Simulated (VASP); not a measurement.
LiTbH4: relaxation of cell and atoms with PBE

LiTbH4:

```
Li Tb H
1.0
     0.00000    3.05087    3.05087
     3.05087    0.00000    3.05087
     3.05087    3.05087    0.00000
Li Tb H
1 1 4
Direct
  0.00000 0.00000 0.00000
  0.50000 0.50000 0.50000
  0.44133 0.85289 0.85289
  0.85289 0.44133 0.85289
  0.85289 0.85289 0.44133
  0.85289 0.85289 0.85289
```

The cell was built from a structure type or drawn by symmetry, and may not be a known phase.

```
Program                : VASP 6.6.1
Task                   : relaxation of cell and atoms
Functional             : PBE
Potentials or basis    : VASP PAW PBE potentials, release 64 (Li_sv, Tb_3, H), 4f in core
Cutoff                 : 750 eV
k mesh                 : 8 × 8 × 8
Occupations            : gaussian, width 0.02 eV
Spin                   : no spin polarisation
Dipole correction      : no
Mended                 : yes
Further INCAR settings : ALGO = Normal; EDIFF = 1e-07; IBRION = 2; EDIFFG = -0.01; NSW = 100; ISIF = 3
```

```yaml
Relaxed_volume: 9.45 Å³/atom
Relaxed_cell: a = 4.313 Å, b = 4.313 Å, c = 4.313 Å, α = 60.00°, β = 60.00°, γ = 60.00°
Space_group_after_relaxing_to_0.1_Å: F-43m (No. 216)
Energy_gained_by_relaxing: 0.0 meV/atom
Ionic_steps: 3
Pressure_after_relaxing: 0.0 GPa
Band_gap_on_the_k_mesh: 1.17 eV (least direct gap 1.22 eV)
```

The path:
```
step  energy change (eV)  largest force (eV/Å)  pressure (GPa)  volume (Å³)
   1              0.0000                0.0191           -0.06        56.79
   2             -0.0001                0.0117           -0.04        56.77
   3             -0.0001                0.0016           -0.02        56.73
```

Final structure:
```
Li Tb H
1.0
     0.00000    3.04968    3.04968
     3.04968    0.00000    3.04968
     3.04968    3.04968    0.00000
Li Tb H
1 1 4
Direct
  0.00000 0.00000 0.00000
  0.50000 0.50000 0.50000
  0.44195 0.85268 0.85268
  0.85268 0.44195 0.85268
  0.85268 0.85268 0.44195
  0.85268 0.85268 0.85268
```

Levels at points of the mesh, in eV from the valence-band top:
| k point | band 6 | band 7 | band 8 | band 9 | band 10 | band 11 |
| --- | --- | --- | --- | --- | --- | --- |
| (0.00, 0.00, 0.00) | -0.17 | -0.17 | -0.17 | 3.54 | 3.54 | 4.10 |
| (0.50, 0.00, 0.00) | -2.12 | -0.80 | -0.80 | 4.58 | 4.66 | 4.66 |
| (0.50, 0.50, 0.00) | -2.81 | 0.00 | 0.00 | 1.22 | 4.60 | 4.95 |

Wall time 37 s on 1 thread of Intel(R) Xeon(R) 6975P-C (Granite Rapids), with other jobs on the host, peak memory 0.27 GiB.

Caveat: spin-orbit coupling is left out, which moves the levels of the heavy elements; the 4f electrons are frozen in the core, so they carry no moment and show no levels. Spin polarisation is off, so any magnetic state and its effect on volume and gap are missing.
